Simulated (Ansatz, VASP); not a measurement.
Bi2Te3 in VASP and in Ansatz

```xyz
5
Lattice="2.1298 1.2297 9.2437 -2.1298 1.2297 9.2437 0.0000 -2.4593 9.2437" Properties=species:S:1:pos:R:3 pbc="T T T"
Bi    0.0000    0.0000   22.3534
Bi    0.0000    0.0000   11.2023
Te    0.0000    0.0000   16.7771
Te    0.0000    0.0000    5.7073
Te    0.0000    0.0000    0.1157
```

Change from the starting cell: strain -0.050 along x and y, +0.000 along z, atoms carried along.

Alike in both runs: task single point; functional PBEsol; k mesh 12 × 12 × 12; occupations gaussian, width 0.15 eV; no spin polarisation.

```csv
,VASP,Ansatz
version,VASP 6.6.1,Ansatz 0.2.0
potentials or method,"VASP PAW PBE potentials, release 64 (Bi_d, Te), cutoff 520 eV","scalar-relativistic, plane waves, PAW"
valence electrons in the cell,48,78
```

```csv
,VASP,Ansatz,Ansatz less VASP
gap on the k mesh at the Fermi level (eV),none,none,-
pressure (GPa),7.1,7.1,-0.03
"traceless stress, the component that is largest in VASP (GPa)",0.21,0.21,-0.006
rms of the force components (eV/Å),0.027,0.027,+0.0003
```

VASP's potentials were made for PBE, not for PBEsol. Atom by atom the forces differ by 0.001 eV/Å (rms over components). A gap of «none» marks a metal or a gap that the smearing closes. VASP's potentials hold 48 valence electrons a cell and Ansatz's 78, so a difference there can come from the potentials and not from the codes.

Neither program's run includes spin-orbit coupling.
